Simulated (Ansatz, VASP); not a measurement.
## Sc in VASP and in Ansatz

```
CELL_PARAMETERS angstrom
3.13331 0.00000 0.00000
-1.56666 2.71353 0.00000
0.00000 0.00000 2.98144
ATOMIC_POSITIONS crystal
Sc 0.00000 0.00000 0.00000
```

Alike in both runs: task single point; functional PBE; k mesh 15 × 15 × 14; occupations fermi-dirac, width 0.1 eV; no spin polarisation.

|  | VASP | Ansatz |
| --- | --- | --- |
| version | VASP 6.6.1 | Ansatz 0.2.0 |
| potentials or method | VASP PAW PBE potentials, release 64 (Sc_sv), cutoff 520 eV | all-electron LAPW, scalar-relativistic |

```csv
,VASP,Ansatz,Ansatz less VASP
pressure (GPa),0.0,0.0,+0.04
"traceless stress, the component that is largest in VASP (GPa)",0.06,0.00,-0.058
```

Ansatz ran all-electron here, and VASP with PAW potentials.
